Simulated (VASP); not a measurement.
Wanted: the native input for a VASP 6.6.1 run.

```
Task                   : relaxation of cell and atoms
Functional             : PBE
Potentials or basis    : VASP PAW PBE potentials, release 64 (Na_pv, I)
Cutoff                 : 600 eV
k mesh                 : 6 × 6 × 6
Occupations            : gaussian, width 0.02 eV
Spin                   : no spin polarisation
Dipole correction      : no
Further INCAR settings : ALGO = Normal; EDIFF = 1e-06; IBRION = 2; EDIFFG = -0.005; NSW = 100; ISIF = 3
```

The structure of NaI lies in POSCAR:

```
NaI
1.0
    0.0000000000      3.2186566863      3.2186566863
    3.2186566863      0.0000000000      3.2186566863
    3.2186566863      3.2186566863      0.0000000000
Na I
1 1
Direct
    0.0000000000      0.0000000000      0.0000000000
    0.5000000000      0.5000000000      0.5000000000
```

The input as run:

INCAR

```
SYSTEM = NaI
PREC     = Accurate       ! precision mode
ENCUT    = 600            ! plane-wave cutoff, eV
EDIFF    = 1E-6           ! SCF threshold, eV
ISMEAR   = 0              ! smearing method
SIGMA    = 0.02           ! smearing width, eV
LREAL    = .FALSE.        ! projectors in reciprocal space
LASPH    = .TRUE.         ! aspherical terms in the spheres
NELM     = 80             ! most SCF steps
ALGO     = Normal         ! electronic algorithm
ISIF     = 3              ! what is computed and relaxed
LWAVE    = .FALSE.        ! write WAVECAR
LCHARG   = .FALSE.        ! write CHGCAR
GGA      = PE             ! functional
IBRION   = 2              ! ionic algorithm
NSW      = 100            ! ionic steps
EDIFFG   = -0.005         ! ionic threshold
```

KPOINTS

```
Automatic mesh
0
G
  6 6 6
  0 0 0
```

Potentials or basis: VASP PAW PBE potentials, release 64 (Na_pv, I).

The run is started by

```console
$ cat potpaw_PBE.64/Na_pv/POTCAR potpaw_PBE.64/I/POTCAR > POTCAR
$ mpirun -np 1 vasp_std > vasp.out
```

It gave:

```json
{
  "Relaxed volume": "34.83 Å³/atom",
  "Relaxed cell": "a = 4.619 Å, b = 4.619 Å, c = 4.619 Å, α = 60.00°, β = 60.00°, γ = 60.00°",
  "Space group after relaxing (to 0.05 Å)": "Fm-3m (No. 225)",
  "Energy gained by relaxing": "3.2 meV/atom",
  "Ionic steps": "7",
  "Pressure after relaxing": "0.0 GPa",
  "Band gap on the k mesh": "3.57 eV, direct"
}
```

Caveat: spin-orbit coupling is left out, which moves the levels of the heavy elements.

Wall time 2.3 min on 1 thread of AMD EPYC 7R13, on a shared host, peak memory 0.19 GiB.
